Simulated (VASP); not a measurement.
Na:

```xyz
1
Lattice="-2.0850 2.0850 2.0850 2.0850 -2.0850 2.0850 2.0850 2.0850 -2.0850" Properties=species:S:1:pos:R:3 pbc="T T T"
Na    0.0000    0.0000    0.0000
```

Base run:

| Quantity | Value |
| --- | --- |
| Program | VASP 6.6.1 |
| Functional | r2SCAN |
| Potentials or basis | VASP PAW PBE potentials, release 64 (Na_pv) |
| Cutoff | 520 eV |
| k mesh | 10 × 10 × 10 |
| Occupations | fermi-dirac, width 0.05 eV |
| Spin | no spin polarisation |

Its results: pressure 0.4 GPa.

**Question.** The run is repeated on the same cell with these changes: functional from r2SCAN to PBEsol. What comes out?

**Answer.** Pressure 0.0 GPa.

Caveats: the PAW data sets were made with another functional, which shifts forces and pressure a little.
